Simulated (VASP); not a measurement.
A run of VASP 6.6.1 is set up as follows.

The input POSCAR:

```
InO
1.0
    3.4536138013      0.0000000000      0.0000000000
   -1.7268069007      2.9909172868      0.0000000000
    0.0000000000      0.0000000000     17.1472680000
In O
2 2
Direct
    0.6666666667      0.3333333333      0.5900210000
    0.6666666667      0.3333333333      0.4099790000
    0.0000000000      0.0000000000      0.6398670000
    0.0000000000      0.0000000000      0.3601330000
```

Contents of INCAR.step1:

```
PREC = Accurate
ENCUT = 520
ISMEAR = 0
SIGMA = 0.05
LREAL = False
LASPH = True
NELM = 100
NBANDS = 27
GGA = PE
ALGO = Normal
EDIFF = 1E-4
LWAVE = True
LCHARG = False
```

Contents of INCAR.step2:

```
PREC = Accurate
ENCUT = 520
EDIFF = 1E-6
ISMEAR = 0
SIGMA = 0.05
LREAL = False
LASPH = True
NELM = 100
ALGO = Normal
ISIF = 2
LWAVE = False
LCHARG = True
METAGGA = R2SCAN
LMIXTAU = True
LELF = True
LVHAR = True
NBANDS = 27
ISTART = 1
```

KPOINTS

```
Automatic mesh
0
Gamma
  12 12 2
```

Potentials or basis: VASP PAW PBE potentials, release 64 (In_d, O).

The run is started by

```sh
$ cat potpaw_PBE.64/In_d/POTCAR potpaw_PBE.64/O/POTCAR > POTCAR
$ cp INCAR.step1 INCAR
$ mpirun -np 1 vasp_std > vasp.out
$ cp INCAR.step2 INCAR
$ mpirun -np 1 vasp_std > vasp.out
```

(1) Estimate the largest force.

(2) Predict the band gap on the k mesh.

## Answers

(1) 0.895 eV/Å.

(2) 0.36 eV (least direct gap 1.28 eV).

Caveat: the cell differs from its parent crystal (strain +0.000 along x and y, +0.080 along z); there is no dipole correction, which matters where the two faces differ; semilocal functionals underestimate gaps, and a narrow one can read as zero; the PAW data sets were made with another functional, which shifts forces and pressure a little; spin-orbit coupling is left out, which moves the levels of the heavy elements.
